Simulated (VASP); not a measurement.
# Ag (P6_3/mmc) in VASP: further runs

The runs below take Ag through single point, with LDA, PBE.

Everything below comes from runs of VASP 6.6.1. Logs are shortened: lines on timing, memory, paths and dates and some standing lists are left out, and cuts for length are marked.

## (1) The cell of the first run

It takes space group P6_3/mmc (No. 194, hexagonal). Conventional cell: a = 2.831 Å, b = 2.831 Å, c = 4.592 Å, α = 90.00°, β = 90.00°, γ = 120.00°. Within 3.7 Å of Ag (site symmetry -6m2) lie 12 Ag at 2.82 to 2.83 Å.

## (2) Single point, LDA

Contents of INCAR:

```
  PREC = Accurate
  ENCUT = 500
  EDIFF = 1E-6
  ISMEAR = -1
  SIGMA = 0.008617333262145177
  LREAL = F
  LASPH = T
  NELM = 120
  ALGO = Normal
  ISIF = 2
  LWAVE = F
  LCHARG = F
  GGA = CA
  NBANDS = 18
  GGA_COMPAT = F
```

Contents of KPOINTS:

```
regular mesh
0
Gamma
  3 3 2
```

Contents of POSCAR:

```
Ag
1.0
    2.8309270047      0.0000000000      0.0000000000
   -1.4154635024      2.4516547023      0.0000000000
    0.0000000000      0.0000000000      4.5920180158
Ag
2
Direct
    0.3333333333      0.6666666667      0.2500000000
    0.6666666667      0.3333333333      0.7500000000
```

Potentials or basis: VASP PAW LDA potentials, release 64 (Ag).

The run is started by

```bash
$ cat potpaw_LDA.64/Ag/POTCAR > POTCAR
$ mpirun -np 1 vasp_std > vasp.out
```

OUTCAR:

```text
PREC = Accurate
   ENCUT = 500
   EDIFF = 1E-6
   ISMEAR = -1
   LREAL = F
   LASPH = T
   NELM = 120
   ISIF = 2
   GGA = CA

 ion  position               nearest neighbor table
   1  0.333  0.667  0.250-   2 2.82   2 2.82   2 2.82   2 2.82   2 2.82   2 2.82
   2  0.667  0.333  0.750-   1 2.82   1 2.82   1 2.82   1 2.82   1 2.82   1 2.82

  LATTYP: Found a hexagonal cell.
 ALAT       =     2.8309270047
 C/A-ratio  =     1.6220898696

  Lattice vectors:

 A1 = (   2.8309270047,   0.0000000000,   0.0000000000)
 A2 = (  -1.4154635024,   2.4516547023,   0.0000000000)
 A3 = (   0.0000000000,   0.0000000000,   4.5920180158)

Analysis of symmetry for initial positions (statically):
=====================================================================
 Subroutine PRICEL returns:
 Original cell was already a primitive cell.

 Routine SETGRP: Setting up the symmetry group for a
 hexagonal supercell.

 Subroutine GETGRP returns: Found 24 space group operations
 (whereof 12 operations were pure point group operations)
 out of a pool of 24 trial point group operations.

The static configuration has the point symmetry D_3d.
 The point group associated with its full space group is D_6h.

Analysis of symmetry for dynamics (positions and initial velocities):
=====================================================================
 Subroutine PRICEL returns:
 Original cell was already a primitive cell.

 Routine SETGRP: Setting up the symmetry group for a
 hexagonal supercell.

 Subroutine GETGRP returns: Found 24 space group operations
 (whereof 12 operations were pure point group operations)
 out of a pool of 24 trial point group operations.

The dynamic configuration has the point symmetry D_3d.
 The point group associated with its full space group is D_6h.

 Subroutine INISYM returns: Found 24 space group operations
 (whereof 12 operations are pure point group operations),
 and found     1 'primitive' translations

----------------------------------------------------------------------------------------

                                     Primitive cell

  volume of cell :      31.8707

  direct lattice vectors                    reciprocal lattice vectors
     2.830927005  0.000000000  0.000000000     0.353241182  0.203943891  0.000000000
    -1.415463502  2.451654702  0.000000000     0.000000000  0.407887783  0.000000000
     0.000000000  0.000000000  4.592018016     0.000000000  0.000000000  0.217769180

  length of vectors
[... 60 lines left out ...]
   LASPH  =      T    aspherical Exc in radial PAW
   ENCUT  =  500.0 eV  36.75 Ry    6.06 a.u.   5.16  5.16  8.37*2*pi/ulx,y,z
   NELM   =    120;   NELMIN=  2; NELMDL= -5     # of ELM steps
   EDIFF  = 0.1E-05   stopping-criterion for ELM
   LREAL  =      F    real-space projection
   EDIFFG = 0.1E-04   stopping-criterion for IOM
   NSW    =      0    number of steps for IOM
   IBRION =     -1    ionic relax: 0-MD 1-quasi-New 2-CG
   NFREE  =      0    steps in history (QN), initial steepest desc. (CG)
   ISIF   =      2    stress and relaxation
   ISYM   =      2    0-nonsym 1-usesym 2-fastsym
   POTIM  = 0.5000    time-step for ionic-motion
   TEBEG  =    0.0;   TEEND  =   0.0 temperature during run
   PSTRESS=    0.0 pullay stress
   NELECT =      22.0000    total number of electrons
   NUPDOWN=      -1.0000    fix difference up-down
   EMIN   =  10.00;   EMAX   =-10.00  energy-range for DOS
   EFERMI =   0.00;   METHOD = LEGACY
   ISMEAR =    -1;   SIGMA  =   0.01  broadening in eV -4-tet -1-fermi 0-gaus
   EFERMI_NEDOS =   21; number of points for ismear=-14 and -15
   IALGO  =     38    algorithm
   IMIX   =      4    mixing-type and parameters
     AMIX     =   0.40;   BMIX     =  1.00
     AMIX_MAG =   1.60;   BMIX_MAG =  1.00
  volume/ion in A,a.u.               =      15.94       107.54
  Fermi-wavevector in a.u.,A,eV,Ry     =   1.446833  2.734119 28.481443  2.093327
  Thomas-Fermi vector in A             =   2.564857
   LORBIT       =      0    0 simple, 1 ext, 2 COOP (PROOUT), +10 PAW based schemes
   GGA     = CA    functional components
   LHFCALC =     F    Hartree Fock is set to
   AEXX    =    0.0000 exact exchange contribution
   IVDW    =     0    specifies the selected vdW correction
   LEPSILON=     F    determine dielectric tensor
   LRPA    =     F    only Hartree local field effects (RPA)
 non-spin polarized calculation
  energy-cutoff  :      500.00
  volume of cell :       31.87
 maximum number of plane-waves:       813
 NGX is ok and might be reduce to    24
   NGX = 11   NGY = 11   NGZ = 17

 number of electron      22.0000001 magnetization

 Free energy of the ion-electron system (eV)
  ---------------------------------------------------
  ext. energy  EPLUGINS =         0.00000000
  ---------------------------------------------------
  free energy    TOTEN  =        -7.75970685 eV

  energy without entropy =       -7.75324574  energy(sigma->0) =       -7.75647629

 E-fermi :   7.6731     XC(G=0): -12.9836

 val. band max:        7.6636056649   @ k =   0.3333  -0.0000   0.5000
 cond. band min:       8.5470051413   @ k =   0.0000   0.0000   0.0000
 fundamental gap:      0.8833994765
 Fermi energy:         7.6730727731

 k-point     1 :       0.0000    0.0000    0.0000
  band No.  band energies     occupation
      1       0.7962      2.00000
      2       2.2978      2.00000
      3       4.1129      2.00000
      4       4.2234      2.00000
      5       4.2234      2.00000
      6       4.5053      2.00000
[... 103 lines left out ...]
      5       4.2857      2.00000
      6       4.2857      2.00000
[... 10 lines left out ...]
     17      26.4200      0.00000
     18      26.4200      0.00000

------------------------ aborting loop because EDIFF is reached ----------------------------------------

  FORCE on cell =-STRESS in cart. coord.  units (eV):
  Direction    XX          YY          ZZ          XY          YZ          ZX
  --------------------------------------------------------------------------------------
  -------------------------------------------------------------------------------------
  Total        0.0342086      0.0342086      0.0427469     -0.0000000     -0.0000000      0.0000000
  in kB        1.7197067      1.7197067      2.1489345     -0.0000000     -0.0000000      0.0000000
  external PRESSURE =       1.8627826 kB  Pullay stress =       0.0000000 kB

 VOLUME and BASIS-vectors are now :
 -----------------------------------------------------------------------------
  energy-cutoff  :      500.00
  volume of cell :       31.87
      direct lattice vectors                 reciprocal lattice vectors
     2.830927005  0.000000000  0.000000000     0.353241182  0.203943891  0.000000000
    -1.415463502  2.451654702  0.000000000     0.000000000  0.407887783  0.000000000
     0.000000000  0.000000000  4.592018016     0.000000000  0.000000000  0.217769180

 POSITION                                       TOTAL-FORCE (eV/Angst)
 -----------------------------------------------------------------------------------
     -0.00000      1.63444      1.14800         0.000000     -0.000000      0.000000
      1.41546      0.81722      3.44401        -0.000000      0.000000      0.000000
 -----------------------------------------------------------------------------------
    total drift:                                0.000000     -0.000000      0.000000

  FREE ENERGIE OF THE ION-ELECTRON SYSTEM (eV)
  ---------------------------------------------------
  free  energy   TOTEN  =        -7.7597068466 eV

  energy  without entropy=       -7.7532457408  energy(sigma->0) =       -7.75647629
```

stdout:

```text
POSCAR found type information on POSCAR Ag
 POSCAR found :  1 types and       2 ions
 scaLAPACK will be used
 LDA part: xc-table for (Slater(with rela. corr.)+CA(PZ))
 , standard interpolation
 POSCAR, INCAR and KPOINTS ok, starting setup
 FFT: planning ... GRIDC
 FFT: planning ... GRID_SOFT
 FFT: planning ... GRID
 WAVECAR not read
 entering main loop
```

Run time: 4.9 s. Hardware: 1 thread of AMD EPYC 7R13 (Zen 3), shared host; peak memory 0.1 GiB.

Results:

* Free energy: -7.7597 eV
* Pressure: 0.2 GPa
* Band gap on the k mesh: zero (band 11 reaches 13.36 eV, above the bottom of band 12 at 5.67 eV)

Caveat: the k points lie up to 0.85 Å⁻¹ apart.

## (3) Single point, PBE

This run uses another cell than the first one, of 17.39 Å³/atom, 1.091 times its volume.

Contents of INCAR:

```
SYSTEM = Ag
  PREC = Accurate
  ENCUT = 500
  EDIFF = 1E-6
  ISMEAR = 1
  SIGMA = 0.0044
  LREAL = .False.
  LASPH = .True.
  NELM = 120
  ALGO = Normal
  ISIF = 2
  LWAVE = .False.
  LCHARG = .False.
  GGA = PE
  NBANDS = 18
  ISYM = 0
  GGA_COMPAT = .False.
```

Contents of KPOINTS:

```
Automatic mesh
0
Gamma
  3 3 2
  0.5 0.5 0
```

Contents of POSCAR:

```
Ag
1.0
    2.9222991408      0.0000000000      0.0000000000
   -1.4611495704      2.5307852934      0.0000000000
    0.0000000000      0.0000000000      4.7016618100
Ag
2
Direct
    0.3333333333      0.6666666667      0.2500000000
    0.6666666667      0.3333333333      0.7500000000
```

Potentials or basis: VASP PAW PBE potentials, release 64 (Ag).

The run is started by

```bash
$ cat potpaw_PBE.64/Ag/POTCAR > POTCAR
$ mpirun -np 1 vasp_std > vasp.out
```

It used 12 s of CPU time on 1 thread of AMD EPYC 7R13 Processor (Zen 3), on a shared host.

It converged, with:

```yaml
Free_energy: -5.2245 eV
Pressure: 3.6 GPa
Band_gap_on_the_k_mesh: zero (band 11 reaches 9.07 eV, above the bottom of band 12 at 5.35 eV)
```

Stress tensor (GPa, compression positive):
```
5.43 0.00 0.00
0.00 5.43 0.00
0.00 0.00 0.04
```

Levels at points of the mesh, in eV from the Fermi level:
```
           k point  band 8  band 9  band 10  band 11  band 12  band 13  band 14  band 15
(0.50, 0.50, 0.00)   -3.76   -3.65    -3.62    -0.70     0.68     6.14     6.37     8.56
(0.50, 0.00, 0.00)   -3.76   -3.65    -3.62    -0.70     0.68     6.14     6.37     8.56
(0.00, 0.50, 0.00)   -3.76   -3.65    -3.62    -0.70     0.68     6.14     6.37     8.56
(0.50, 0.50, 0.50)   -3.90   -3.67    -3.67     0.00     0.00     3.68     3.68    12.59
(0.50, 0.00, 0.50)   -3.90   -3.67    -3.67     0.00     0.00     3.68     3.68    12.59
(0.00, 0.50, 0.50)   -3.90   -3.67    -3.67     0.00     0.00     3.68     3.68    12.59
```

Caveat: the k points lie up to 0.83 Å⁻¹ apart.

## (4) Single point, PBE, collinear spin

This run uses another cell than the first one, of 17.39 Å³/atom, 1.091 times its volume.

Contents of INCAR:

```
  ALGO = Normal
  EDIFF = 1E-6
  ENCUT = 500
  GGA = PE
  GGA_COMPAT = F
  ISIF = 2
  ISMEAR = 0
  ISPIN = 2
  LASPH = T
  LCHARG = F
  LMAXMIX = 4
  LORBIT = 11
  LREAL = F
  LWAVE = F
  MAGMOM = 0 0.5
  NBANDS = 22
  NELM = 200
  PREC = Accurate
  SIGMA = 0.0082
```

Contents of KPOINTS:

```
k-points
0
Gamma
  3 3 1
```

POSCAR is that of step 3.

The run is started by

```bash
$ cat potpaw_PBE.64/Ag/POTCAR > POTCAR
$ mpirun -np 1 vasp_std > vasp.out
```

Wall time 9.1 s (1 thread of AMD EPYC 7R13 (Zen 3), shared host); peak memory 0.13 GiB.

Results (log left out):

```yaml
Free_energy: -5.5270 eV
Pressure: 1.6 GPa
Net_moment: 0.22 μB per cell
Site_moments: Ag +0.06, +0.09 μB
Valence_electrons_inside_the_program's_atomic_spheres: Ag 9.85, 9.87
```

Stress tensor (GPa, compression positive):
```
 3.57  0.00  0.00
 0.00  3.57  0.00
 0.00  0.00 -2.31
```

Levels at points of the mesh, in eV from the Fermi level:
Spin up:
```tsv
k point	band 9	band 10	band 11	band 12	band 13	band 14
(0.00, 0.00, 0.00)	-7.08	-6.04	-6.04	-3.24	0.74	12.56
```
Spin down:
| k point | band 9 | band 10 | band 11 | band 12 | band 13 | band 14 |
| --- | --- | --- | --- | --- | --- | --- |
| (0.00, 0.00, 0.00) | -7.05 | -6.01 | -6.01 | -3.11 | 0.80 | 12.64 |

Caveat: the k points lie up to 1.34 Å⁻¹ apart.

## (5) Single point, PBE

This run uses another cell than the first one, of 22.08 Å³/atom, 1.386 times its volume.

Contents of INCAR:

```
ALGO = Normal ; EDIFF = 1E-6
ENCUT = 500 ; GGA = PE
GGA_COMPAT = F ; ISIF = 2
ISMEAR = 0 ; ISYM = 0
LASPH = T ; LCHARG = T
LELF = T ; LREAL = F
LVHAR = T ; LWAVE = F
NBANDS = 18 ; NELM = 120
PREC = Accurate ; SIGMA = 0.1
```

Contents of KPOINTS:

```
k-points
0
Gamma
  3 1 5
```

Contents of POSCAR:

```
Ag
1.0
    3.1646516413      0.0000000000      0.0000000000
   -1.5823258207      2.7406687155      0.0000000000
    0.0000000000      0.0000000000      5.0915806518
Ag
2
Direct
    0.3333333333      0.6666666667      0.2500000000
    0.6666666667      0.3333333333      0.7500000000
```

Potentials or basis: VASP PAW PBE potentials, release 64 (Ag).

The run is started by

```bash
$ cat potpaw_PBE.64/Ag/POTCAR > POTCAR
$ mpirun -np 1 vasp_std > vasp.out
```

OUTCAR:

```text
EDIFF = 1E-6
   ENCUT = 500
   GGA = PE
   ISIF = 2
   ISMEAR = 0
   ISYM = 0
   LASPH = T
   LREAL = F
   NELM = 120
   PREC = Accurate

 ion  position               nearest neighbor table
   1  0.333  0.667  0.250-   2 3.13   2 3.13   2 3.13   2 3.13   2 3.13   2 3.13
   2  0.667  0.333  0.750-   1 3.13   1 3.13   1 3.13   1 3.13   1 3.13   1 3.13

IMPORTANT INFORMATION: All symmetrisations will be switched off!
NOSYMM: (Re-)initialisation of all symmetry stuff for point group C_1.

----------------------------------------------------------------------------------------

                                     Primitive cell

  volume of cell :      44.1606

  direct lattice vectors                    reciprocal lattice vectors
     3.164651641  0.000000000  0.000000000     0.315990546  0.182437227  0.000000000
    -1.582325821  2.740668716  0.000000000     0.000000000  0.364874454  0.000000000
     0.000000000  0.000000000  5.091580652     0.000000000  0.000000000  0.196402663

  length of vectors
     3.164651641  3.164651641  5.091580652     0.364874454  0.364874454  0.196402663

[... 129 lines left out ...]
  free energy    TOTEN  =        -7.54500135 eV

  energy without entropy =       -7.52995630  energy(sigma->0) =       -7.53747883

 E-fermi :   3.5375     XC(G=0): -10.7065

 val. band max:        3.5374912511   @ k =  -0.3333  -0.0000   0.4000
 cond. band min:       3.5374912787   @ k =   0.3333   0.0000   0.4000
 fundamental gap:      0.0000000276
 Fermi energy:         3.5374912649

 k-point     1 :       0.0000    0.0000    0.0000
  band No.  band energies     occupation
      1      -0.7291      2.00000
      2       0.3039      2.00000
      3       1.2765      2.00000
      4       1.4681      2.00000
      5       1.4945      2.00000
      6       1.6026      2.00000
[... 145 lines left out ...]
      5       1.7270      2.00000
      6       1.8152      2.00000
[... 10 lines left out ...]
     17      18.3215      0.00000
     18      18.6409      0.00000

------------------------ aborting loop because EDIFF is reached ----------------------------------------

  FORCE on cell =-STRESS in cart. coord.  units (eV):
  Direction    XX          YY          ZZ          XY          YZ          ZX
  --------------------------------------------------------------------------------------
  -------------------------------------------------------------------------------------
  Total       -3.0694829     -6.1513649     -4.4257796      2.6689863     -0.0000012     -0.0000005
  in kB     -111.3629481   -223.1757453   -160.5703245     96.8326547     -0.0000437     -0.0000164
  external PRESSURE =    -165.0363393 kB  Pullay stress =       0.0000000 kB

 VOLUME and BASIS-vectors are now :
 -----------------------------------------------------------------------------
  energy-cutoff  :      500.00
  volume of cell :       44.16
      direct lattice vectors                 reciprocal lattice vectors
     3.164651641  0.000000000  0.000000000     0.315990546  0.182437227  0.000000000
    -1.582325821  2.740668716  0.000000000     0.000000000  0.364874454  0.000000000
     0.000000000  0.000000000  5.091580652     0.000000000  0.000000000  0.196402663

 POSITION                                       TOTAL-FORCE (eV/Angst)
 -----------------------------------------------------------------------------------
     -0.00000      1.82711      1.27290        -0.133287     -0.076953      0.000011
      1.58233      0.91356      3.81869         0.133287      0.076953     -0.000011
 -----------------------------------------------------------------------------------
    total drift:                                0.000011      0.000005     -0.000000

  FREE ENERGIE OF THE ION-ELECTRON SYSTEM (eV)
  ---------------------------------------------------
  free  energy   TOTEN  =        -7.5450013538 eV

  energy  without entropy=       -7.5299562982  energy(sigma->0) =       -7.53747883
```

OSZICAR:

```text
N       E                     dE             d eps       ncg     rms          rms(c)
DAV:   1     0.110598192993E+03    0.11060E+03   -0.11050E+04   288   0.113E+03
DAV:   2    -0.612095718927E+01   -0.11672E+03   -0.11228E+03   296   0.246E+02
DAV:   3    -0.789903201464E+01   -0.17781E+01   -0.17716E+01   356   0.334E+01
DAV:   4    -0.790433642921E+01   -0.53044E-02   -0.53039E-02   352   0.182E+00
DAV:   5    -0.790438819020E+01   -0.51761E-04   -0.51760E-04   334   0.190E-01    0.415E+00
DAV:   6    -0.755522032100E+01    0.34917E+00   -0.10282E+00   314   0.986E+00    0.252E+00
DAV:   7    -0.754818631985E+01    0.70340E-02   -0.10822E-02   316   0.847E-01    0.149E+00
DAV:   8    -0.754492155854E+01    0.32648E-02   -0.53656E-03   336   0.650E-01    0.701E-02
DAV:   9    -0.754498617831E+01   -0.64620E-04   -0.24786E-04   316   0.128E-01    0.404E-02
DAV:  10    -0.754500110067E+01   -0.14922E-04   -0.13463E-05   324   0.338E-02    0.476E-03
DAV:  11    -0.754500135378E+01   -0.25311E-06   -0.21895E-07   194   0.524E-03
   1 F= -.75450014E+01 E0= -.75374788E+01  d E =-.150451E-01
```

It used 5.2 s of CPU time on 1 thread of AMD EPYC 7R13 Processor (Zen 3), with other jobs on the host.

What came out:

```
Free energy            : -7.5450 eV
Pressure               : -16.5 GPa
Largest force          : 0.154 eV/Å
Band gap on the k mesh : zero (band 11 reaches 3.54 eV, above the bottom of band 12 at 2.34 eV)
```

Forces in eV/Å, atoms in the order of the input:
```
Ag  -0.133 -0.077  0.000
Ag   0.133  0.077  0.000
```

Levels at points of the mesh, in eV from the Fermi level:
| k point | band 9 | band 10 | band 11 | band 12 | band 13 | band 14 |
| --- | --- | --- | --- | --- | --- | --- |
| (0.00, 0.00, 0.00) | -1.77 | -1.25 | -1.08 | 2.08 | 4.34 | 16.54 |

Caveat: the k points lie up to 2.29 Å⁻¹ apart.

## (6) Summary

| level | potentials or basis | spin | cell | k mesh | smearing | gap on the mesh (eV) | pressure (GPa) |
| --- | --- | --- | --- | --- | --- | --- | --- |
| LDA | VASP PAW LDA potentials, release 64 (Ag) | off | a = 2.831, b = 2.831, c = 4.592 Å, angles 90.0, 90.0, 120.0°, 2 atoms | 3 × 3 × 2 | fermi-dirac 0.00861733 eV | none | 0.2 |
| PBE | VASP PAW PBE potentials, release 64 (Ag) | off | a = 2.922, b = 2.922, c = 4.702 Å, angles 90.0, 90.0, 120.0°, 2 atoms | 3 × 3 × 2, shifted | methfessel-paxton 0.0044 eV | none | 3.6 |
| PBE | VASP PAW PBE potentials, release 64 (Ag) | collinear | a = 2.922, b = 2.922, c = 4.702 Å, angles 90.0, 90.0, 120.0°, 2 atoms | 3 × 3 × 1 | gaussian 0.0082 eV | none | 1.6 |
| PBE | VASP PAW PBE potentials, release 64 (Ag) | off | a = 3.165, b = 3.165, c = 5.092 Å, angles 90.0, 90.0, 120.0°, 2 atoms | 3 × 1 × 5 | gaussian 0.1 eV | none | -16.5 |

Alike in all rows: task single point; cutoff (eV) 500.

Caveats: all runs use coarse meshes.

Total energies depend on the potentials used, so only differences within one code and one set of settings carry meaning.
